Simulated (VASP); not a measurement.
A run of VASP 6.6.1 is set up as follows.

INCAR

```
SYSTEM = GaAs
PREC = Accurate
ENCUT = 520
EDIFF = 1E-7
ISMEAR = 0
SIGMA = 0.01
LREAL = .FALSE.
LASPH = .TRUE.
NELM = 100
ALGO = Normal
ISIF = 2
LWAVE = .FALSE.
LCHARG = .FALSE.
GGA = PS
NBANDS = 16
```

The input KPOINTS:

```
regular mesh
0
G
  12 12 12
  0 0 0
```

The input POSCAR:

```
GaAs
1.0
    0.0000000000      2.8295586673      2.8295586673
    2.8295586673      0.0000000000      2.8295586673
    2.8295586673      2.8295586673      0.0000000000
Ga As
1 1
Direct
    0.0000000000      0.0000000000      0.0000000000
    0.7500000000      0.7500000000      0.7500000000
```

Potentials or basis: VASP PAW PBE potentials, release 64 (Ga_d, As).

Launch:

```sh
$ cat potpaw_PBE.64/Ga_d/POTCAR potpaw_PBE.64/As/POTCAR > POTCAR
$ mpirun -np 1 vasp_std > vasp.out
```

What does it give for the band gap on the k mesh?

0.43 eV.

Estimate the pressure.

0.2 GPa.

Caveat: semilocal functionals underestimate gaps, and a narrow one can read as zero; the PAW data sets were made with another functional, which shifts forces and pressure a little. A k mesh can miss the band edges.
